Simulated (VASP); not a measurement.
# SrO (Fm-3m) in VASP: notebook, part 2 of 2

VASP 6.6.1. The steps go on from the part before.

## 3. Single point, PBE

This run uses another cell than the first one, of 16.63 Å³/atom, 1.044 times its volume.

The input, INCAR:

```
PREC = Accurate ; ENCUT = 520
EDIFF = 1E-6 ; ISMEAR = -1
SIGMA = 0.05 ; LREAL = False
LASPH = True ; NELM = 80
ALGO = Normal ; ISIF = 2
LWAVE = False ; LCHARG = False
GGA = PE ; NBANDS = 15
```

The input, KPOINTS:

```
Automatic mesh
0
Gamma
  9 9 9
```

The input, POSCAR:

```
SrO
1.0
    0.0000000000      2.5523873833      2.5523873833
    2.5523873833      0.0000000000      2.5523873833
    2.5523873833      2.5523873833      0.0000000000
Sr O
1 1
Direct
    0.5000000000      0.5000000000      0.5000000000
    0.0000000000      0.0000000000      0.0000000000
```

Potentials or basis: VASP PAW PBE potentials, release 64 (Sr_sv, O).

On the command line:

```
$ cat potpaw_PBE.64/Sr_sv/POTCAR potpaw_PBE.64/O/POTCAR > POTCAR
$ mpirun -np 1 vasp_std > vasp.out
```

OUTCAR:

```text
PREC = Accurate
   ENCUT = 520
   EDIFF = 1E-6
   ISMEAR = -1
   LREAL = False
   LASPH = True
   NELM = 80
   ISIF = 2
   GGA = PE

 ion  position               nearest neighbor table
   1  0.500  0.500  0.500-   2 2.55   2 2.55   2 2.55   2 2.55   2 2.55   2 2.55
   2  0.000  0.000  0.000-   1 2.55   1 2.55   1 2.55   1 2.55   1 2.55   1 2.55

  LATTYP: Found a face centered cubic cell.
 ALAT       =     5.1047747666

  Lattice vectors:

 A1 = (   0.0000000000,   2.5523873833,   2.5523873833)
 A2 = (   2.5523873833,   0.0000000000,   2.5523873833)
 A3 = (   2.5523873833,   2.5523873833,   0.0000000000)

Analysis of symmetry for initial positions (statically):
=====================================================================
 Subroutine PRICEL returns:
 Original cell was already a primitive cell.

 Routine SETGRP: Setting up the symmetry group for a
 face centered cubic supercell.

 Subroutine GETGRP returns: Found 48 space group operations
[... 9 lines left out ...]

 Routine SETGRP: Setting up the symmetry group for a
 face centered cubic supercell.

 Subroutine GETGRP returns: Found 48 space group operations
[... 11 lines left out ...]
                                     Primitive cell

  volume of cell :      33.2560
[... 142 lines left out ...]

 k-point     1 :       0.0000    0.0000    0.0000
  band No.  band energies     occupation
      1     -30.5462      2.00000
      2     -13.3502      2.00000
      3     -12.1603      2.00000
      4     -12.1603      2.00000
      5     -12.1603      2.00000
      6       1.7678      2.00000
      7       1.7678      2.00000
      8       1.7678      2.00000
      9       5.9092      0.00000
     10       8.0259      0.00000
     11       8.0259      0.00000
     12       8.0259      0.00000
     13      10.2426      0.00000
     14      10.2426      0.00000
[... 401 lines left out ...]
      2     -13.6236      2.00000
      3     -12.8415      2.00000
      4     -12.5407      2.00000
      5     -12.5407      2.00000
      6       1.2591      2.00000
      7       1.6864      2.00000
      8       1.6864      2.00000
      9       5.0778      0.00000
     10       9.6249      0.00000
     11      12.0132      0.00000
     12      12.3380      0.00000
     13      12.8573      0.00000
     14      12.8573      0.00000
     15      16.1678      0.00000

 [... further k-points ...]
[... 5 lines left out ...]
  --------------------------------------------------------------------------------------
  -------------------------------------------------------------------------------------
  Total        1.1727168      1.1727168      1.1727168      0.0000000      0.0000000     -0.0000000
  in kB       56.4981151     56.4981151     56.4981151      0.0000000      0.0000000     -0.0000000
  external PRESSURE =      56.4981151 kB  Pullay stress =       0.0000000 kB

 VOLUME and BASIS-vectors are now :
 -----------------------------------------------------------------------------
  energy-cutoff  :      520.00
  volume of cell :       33.26
      direct lattice vectors                 reciprocal lattice vectors
     0.000000000  2.552387383  2.552387383    -0.195895029  0.195895029  0.195895029
     2.552387383  0.000000000  2.552387383     0.195895029 -0.195895029  0.195895029
     2.552387383  2.552387383  0.000000000     0.195895029  0.195895029 -0.195895029

 POSITION                                       TOTAL-FORCE (eV/Angst)
 -----------------------------------------------------------------------------------
      2.55239      2.55239      2.55239        -0.000000     -0.000000     -0.000000
      0.00000      0.00000      0.00000         0.000000      0.000000      0.000000
 -----------------------------------------------------------------------------------
    total drift:                                0.000000      0.000000      0.000000

  FREE ENERGIE OF THE ION-ELECTRON SYSTEM (eV)
  ---------------------------------------------------
  free  energy   TOTEN  =       -12.0203352291 eV

  energy  without entropy=      -12.0203352290  energy(sigma->0) =      -12.02033523
```

Run time: 11 s. Hardware: 1 thread of Intel Xeon Platinum 8488C (Sapphire Rapids), shared host; peak memory 0.16 GiB.

What came out:

```
Free energy            : -12.0203 eV
Pressure               : 5.6 GPa
Band gap on the k mesh : 3.31 eV, indirect (least direct gap 3.39 eV)
```

A k mesh can miss the band edges.

## 4. Single point, PBE

This run uses another cell than the first one, of 17.14 Å³/atom, 1.076 times its volume.

The input, INCAR:

```
SYSTEM = SrO
ALGO     = Normal         ! electronic algorithm
EDIFF    = 1E-7           ! SCF threshold, eV
ENCUT    = 520            ! plane-wave cutoff, eV
GGA      = PE             ! functional
ISIF     = 2              ! what is computed and relaxed
ISMEAR   = -1             ! smearing method
LASPH    = .TRUE.         ! aspherical terms in the spheres
LCHARG   = .TRUE.         ! write CHGCAR
LELF     = .TRUE.         ! ELF
LREAL    = .FALSE.        ! projectors in reciprocal space
LVHAR    = .TRUE.       
LWAVE    = .FALSE.        ! write WAVECAR
NBANDS   = 15             ! bands
NELM     = 60             ! most SCF steps
PREC     = Accurate       ! precision mode
SIGMA    = 0.05           ! smearing width, eV
```

The input, KPOINTS:

```
k-points
0
G
  9 9 9
  0 0 0
```

The input, POSCAR:

```
SrO
1.0
    0.0000000000      2.5783694389      2.5783694389
    2.5783694389      0.0000000000      2.5783694389
    2.5783694389      2.5783694389      0.0000000000
Sr O
1 1
Direct
    0.5000000000      0.5000000000      0.5000000000
    0.0000000000      0.0000000000      0.0000000000
```

On the command line:

```
$ cat potpaw_PBE.64/Sr_sv/POTCAR potpaw_PBE.64/O/POTCAR > POTCAR
$ mpirun -np 1 vasp_std > vasp.out
```

Run time: 13 s. Hardware: 1 thread of Intel Xeon Platinum 8488C (Sapphire Rapids), shared host; peak memory 0.16 GiB.

The run converged. Its results:

```
Free energy            : -12.0470 eV
Pressure               : 2.5 GPa
Band gap on the k mesh : 3.33 eV, indirect (least direct gap 3.43 eV)
```

Levels at points of the mesh, in eV from the valence-band top:
| k point | band 4 | band 5 | band 6 | band 7 | band 8 | band 9 | band 10 | band 11 | band 12 | band 13 |
| --- | --- | --- | --- | --- | --- | --- | --- | --- | --- | --- |
| (0.00, 0.00, 0.00) | -14.07 | -14.07 | 0.00 | 0.00 | 0.00 | 3.92 | 6.19 | 6.19 | 6.19 | 8.34 |

## 5. Single point, PBE

This run uses another cell than the first one, of 17.52 Å³/atom, 1.100 times its volume.

The input, INCAR:

```
SYSTEM = SrO
PREC = Accurate
ENCUT = 520
EDIFF = 1E-7
ISMEAR = -1
SIGMA = 0.05
LREAL = .FALSE.
LASPH = .TRUE.
NELM = 100
ALGO = Normal
ISIF = 2
LWAVE = .FALSE.
LCHARG = .FALSE.
GGA = PE
NBANDS = 15
```

The input, KPOINTS:

```
regular mesh
0
G
  9 9 9
  0 0 0
```

The input, POSCAR:

```
SrO
1.0
    0.0000000000      2.5973919292      2.5973919292
    2.5973919292      0.0000000000      2.5973919292
    2.5973919292      2.5973919292      0.0000000000
Sr O
1 1
Direct
    0.5000000000      0.5000000000      0.5000000000
    0.0000000000      0.0000000000      0.0000000000
```

On the command line:

```
$ cat potpaw_PBE.64/Sr_sv/POTCAR potpaw_PBE.64/O/POTCAR > POTCAR
$ mpirun -np 1 vasp_std > vasp.out
```

Wall time 12 s (1 thread of Intel Xeon Platinum 8488C (Sapphire Rapids), shared host); peak memory 0.16 GiB.

It converged, with:

- Free energy: -12.0547 eV
- Pressure: 0.5 GPa
- Band gap on the k mesh: 3.34 eV, indirect (least direct gap 3.45 eV)

Levels at points of the mesh, in eV from the valence-band top:
```
           k point  band 6  band 7  band 8  band 9  band 10  band 11
(0.00, 0.00, 0.00)    0.00    0.00    0.00    3.77     6.14     6.14
```

## 6. The runs side by side

```tsv
cell	gap on the mesh (eV)	pressure (GPa)
a = 3.559 Å, angles 60.0°, 2 atoms	3.28	10.8
a = 3.610 Å, angles 60.0°, 2 atoms	3.31	5.6
a = 3.646 Å, angles 60.0°, 2 atoms	3.33	2.5
a = 3.673 Å, angles 60.0°, 2 atoms	3.34	0.5
```

Alike in all rows: task single point; level PBE; potentials or basis VASP PAW PBE potentials, release 64 (Sr_sv, O); no spin polarisation; k mesh 9 × 9 × 9; cutoff (eV) 520; smearing fermi-dirac 0.05 eV.

Total energies depend on the potentials used, so only differences within one code and one set of settings carry meaning.
